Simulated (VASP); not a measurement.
# BaS: single point with PBEsol

System: BaS, a slab with vacuum.

```
S Ba
1.0
     3.16603    3.16603    0.00000
    -3.16603    3.16603    0.00000
     0.00000    0.00000   22.49809
S Ba
4 4
Direct
  0.50059 0.50071 0.29182
  0.50076 0.50112 0.57140
  0.00070 0.00126 0.42842
  0.00060 0.00118 0.70790
  0.00057 0.00121 0.29116
  0.00060 0.00125 0.57018
  0.50054 0.50149 0.42945
  0.50064 0.50124 0.70856
```

```
Program                : VASP 6.6.1
Task                   : single point
Functional             : PBEsol
Potentials or basis    : VASP PAW PBE potentials, release 64 (S, Ba_sv)
Cutoff                 : 520 eV
k mesh                 : 6 × 6 × 1
Occupations            : fermi-dirac, width 0.05 eV
Spin                   : no spin polarisation
Dipole correction      : no
Further INCAR settings : ALGO = Normal; EDIFF = 1e-06; NBANDS = 42
```

The largest force is 0.071 eV/Å and the band gap on the k mesh is 1.89 eV.

Forces on the atoms (eV/Å):
```
S   -0.003  0.003 -0.071
S   -0.002  0.000 -0.009
S   -0.003  0.000 -0.011
S    0.000  0.001  0.067
Ba   0.003 -0.002 -0.031
Ba   0.002  0.000 -0.003
Ba   0.004 -0.001  0.024
Ba   0.000 -0.001  0.033
```

Levels at points of the mesh, in eV from the valence-band top:
```csv
k point,band 30,band 31,band 32,band 33,band 34,band 35
"(0.00, 0.00, 0.00)",-0.03,0.00,0.00,1.89,2.26,2.85
"(0.50, 0.00, 0.00)",-1.04,-0.62,-0.61,4.17,4.17,4.64
"(0.00, 0.50, 0.00)",-1.04,-0.62,-0.61,4.17,4.17,4.64
"(0.50, 0.50, 0.00)",-0.26,-0.23,-0.23,2.17,2.17,3.18
```

Run time: 14 min on 1 thread of AMD EPYC 7R13, on a shared host, peak memory 0.66 GiB.

Caveat: there is no dipole correction, which matters where the two faces differ; the PAW data sets were made with another functional, which shifts forces and pressure a little; spin-orbit coupling is left out, which moves the levels of the heavy elements.
